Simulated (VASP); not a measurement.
Crystal: Ru.

```
Ru
1.0
     2.70580    0.00000    0.00000
    -1.35290    2.34329    0.00000
     0.00000    0.00000    4.28190
Ru
2
Direct
  0.33333 0.66667 0.25000
  0.66667 0.33333 0.75000
```

```yaml
Program: VASP 6.6.1
Task: relaxation of cell and atoms
Functional: LDA
Potentials_or_basis: VASP PAW LDA potentials, release 64 (Ru_pv)
Cutoff: 600 eV
k_mesh: 18 × 18 × 12
Occupations: gaussian, width 0.2 eV
Spin: no spin polarisation
```

At the start: pressure -11.6 GPa; volume 13.57 Å³/atom.

**Question.** How do energy, volume and symmetry change on relaxing?

**Answer.** Over 22 steps the energy falls by 16.7 meV/atom and the volume is 13.12 Å³/atom (-3.3 %); space group P6_3/mmc (No. 194, to 0.1 Å) before and after.

The path:
```
step  energy change (eV)  largest force (eV/Å)  pressure (GPa)  volume (Å³)
   1              0.0000                0.0000          -11.63        27.15
   2              0.3912                0.0000           54.33        23.46
   3             -0.0334                0.0000           -0.47        26.28
   4             -0.0334                0.0000           -0.06        26.25
   5             -0.0334                0.0000            0.18        26.24
   6             -0.0334                0.0000           -0.47        26.29
   7             -0.0335                0.0000            0.02        26.25
   8             -0.0335                0.0000           -0.09        26.25
   9             -0.0335                0.0000           -0.05        26.25
  10             -0.0335                0.0000           -0.04        26.25
  11             -0.0335                0.0000           -0.05        26.25
  12             -0.0335                0.0000            0.00        26.25
  13             -0.0335                0.0000           -0.01        26.25
  14             -0.0335                0.0000           -0.02        26.25
  15             -0.0335                0.0000           -0.02        26.25
  16             -0.0335                0.0000           -0.02        26.25
  17             -0.0335                0.0000           -0.02        26.25
  18             -0.0335                0.0000           -0.02        26.25
  19             -0.0335                0.0000           -0.02        26.25
  20             -0.0335                0.0000            0.04        26.25
  21             -0.0335                0.0000           -0.01        26.25
  22             -0.0335                0.0000            0.00        26.25
```

Final structure:
```xyz
2
Lattice="2.6774 0.0000 0.0000 -1.3387 2.3187 0.0000 0.0000 0.0000 4.2280" Properties=species:S:1:pos:R:3 pbc="T T T"
Ru    0.0000    1.5458    1.0570
Ru    1.3387    0.7729    3.1710
```
